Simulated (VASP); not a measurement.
A run of VASP 6.6.1 is set up as follows.

Contents of INCAR:

```
SYSTEM = Sb
ALGO = Normal
EDIFF = 1E-7
ENCUT = 520
GGA = PE
ISIF = 2
ISMEAR = 0
LASPH = .True.
LCHARG = .True.
LELF = .True.
LREAL = .False.
LVHAR = .True.
LWAVE = .False.
NBANDS = 18
NELM = 80
PREC = Accurate
SIGMA = 0.1
```

File KPOINTS:

```
k-points
0
Gamma
  6 6 4
  0 0 0
```

POSCAR

```
Sb
1.0
    4.3996000742      0.0000000000      0.0000000000
   -2.1998000371      3.8101654308      0.0000000000
    0.0000000000      0.0000000000      7.2593401225
Sb
4
Direct
    0.3333333333      0.6666666667      0.4375000000
    0.6666666667      0.3333333333      0.9375000000
    0.6666666667      0.3333333333      0.5625000000
    0.3333333333      0.6666666667      0.0625000000
```

Potentials or basis: VASP PAW PBE potentials, release 64 (Sb).

Command:

```bash
$ cat potpaw_PBE.64/Sb/POTCAR > POTCAR
$ mpirun -np 1 vasp_std > vasp.out
```

(1) Predict the band gap on the k mesh.

(2) What does it give for the pressure?

## Answers

(1) zero (bands 10 and 11 overlap by 1.39 eV).

(2) 22.5 GPa.

Caveat: the cell stands under pressure; spin-orbit coupling is left out, which moves the levels of the heavy elements.
